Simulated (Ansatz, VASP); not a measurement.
## Two plane-wave programs on Ni

```
CELL_PARAMETERS angstrom
0.00000 1.84506 1.84506
1.84506 0.00000 1.84506
1.84506 1.84506 0.00000
ATOMIC_POSITIONS crystal
Ni 0.00000 0.00000 0.00000
```

Alike in both runs: task single point; functional RPBE; k mesh 25 × 25 × 25; occupations fermi-dirac, width 0.05 eV; collinear spin.

|  | VASP | Ansatz |
| --- | --- | --- |
| version | VASP 6.6.1 | Ansatz 0.2.0 |
| potentials or method | VASP PAW PBE potentials, release 64 (Ni), cutoff 520 eV | plane waves (420 eV) with PAW, scalar-relativistic |
| valence electrons in the cell | 10 | 18 |

|  | VASP | Ansatz | Ansatz less VASP |
| --- | --- | --- | --- |
| pressure (GPa) | -14.8 | -15.3 | -0.46 |
| net moment per atom (μB) | 0.68 | 0.69 | +0.019 |
| size of the moment on the site where the two differ most (μB) | 0.70 | 0.75 | +0.040 |

VASP's potentials were made for PBE, not for RPBE. Site moments also hang on the region over which each program counts them. VASP's potentials hold 10 valence electrons a cell and Ansatz's 18, so a difference there can come from the potentials and not from the codes.
